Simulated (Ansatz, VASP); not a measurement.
HfSi2O6 in VASP and in Ansatz

File INCAR:

```
PREC = Accurate
ENCUT = 520
EDIFF = 1E-6
ISMEAR = 0
SIGMA = 0.1
LREAL = F
LASPH = T
NELM = 100
ALGO = Normal
ISIF = 2
LWAVE = F
LCHARG = F
GGA = PE
NBANDS = 37
```

Contents of KPOINTS:

```
Automatic mesh
0
Gamma
  6 6 6
```

Contents of POSCAR:

```
HfSi2O6
1.0
   -1.8323734500      1.8323734500      7.7741021300
    1.8323734500     -1.8323734500      7.7741021300
    1.8323734500      1.8323734500     -7.7741021300
Hf Si O
1 2 6
Direct
    0.5000000000      0.5000000000      0.0000000000
    0.8333333300      0.8333333300      0.0000000000
    0.1666666700      0.1666666700      0.0000000000
    0.4166666700      0.9166666700      0.5000000000
    0.0833333300      0.5833333300      0.5000000000
    0.7500000000      0.2500000000      0.5000000000
    0.5833333300      0.0833333300      0.5000000000
    0.2500000000      0.7500000000      0.5000000000
    0.9166666700      0.4166666700      0.5000000000
```

Input for Ansatz:

```yaml
crystal:
  lattice:
    - [-1.83237345, 1.83237345, 7.77410213]
    - [1.83237345, -1.83237345, 7.77410213]
    - [1.83237345, 1.83237345, -7.77410213]
  atoms:
    - { symbol: Hf, position: [0.5, 0.5, 0.0] }
    - { symbol: Si, position: [0.83333333, 0.83333333, 0.0] }
    - { symbol: Si, position: [0.16666667, 0.16666667, 0.0] }
    - { symbol: O, position: [0.41666667, 0.91666667, 0.5] }
    - { symbol: O, position: [0.08333333, 0.58333333, 0.5] }
    - { symbol: O, position: [0.75, 0.25, 0.5] }
    - { symbol: O, position: [0.58333333, 0.08333333, 0.5] }
    - { symbol: O, position: [0.25, 0.75, 0.5] }
    - { symbol: O, position: [0.91666667, 0.41666667, 0.5] }
basis:
  ecutwfc: 420
kpoints:
  mp_grid: { grid: [6, 6, 6] }
hamiltonian:
  xc: pbe
scf:
  occupations: { method: gaussian, width: 0.1 }
  lower_state_search: "off"
output:
  forces: true
  stress: true
  eigenvalues: true
```

Alike in both runs: task single point; functional PBE; k mesh 6 × 6 × 6; occupations gaussian, width 0.1 eV; no spin polarisation.

```csv
,VASP,Ansatz
version,VASP 6.6.1,Ansatz 0.2.0
potentials or method,"VASP PAW PBE potentials, release 64 (Hf_pv, Si, O), cutoff 520 eV","scalar-relativistic, plane waves, PAW"
valence electrons in the cell,54,70
```

```tsv
	VASP	Ansatz	Ansatz less VASP
gap on the k mesh at the Fermi level (eV)	none	none	-
rms of the force components (eV/Å)	0.367	0.412	+0.0448
```

Atom by atom the forces differ by 0.045 eV/Å (rms over components). A gap of «none» marks a metal or a gap that the smearing closes. VASP's potentials hold 54 valence electrons a cell and Ansatz's 70, so a difference there can come from the potentials and not from the codes.

The k mesh is coarse, so the values compare programs but aren't converged. Spin-orbit coupling is off throughout.
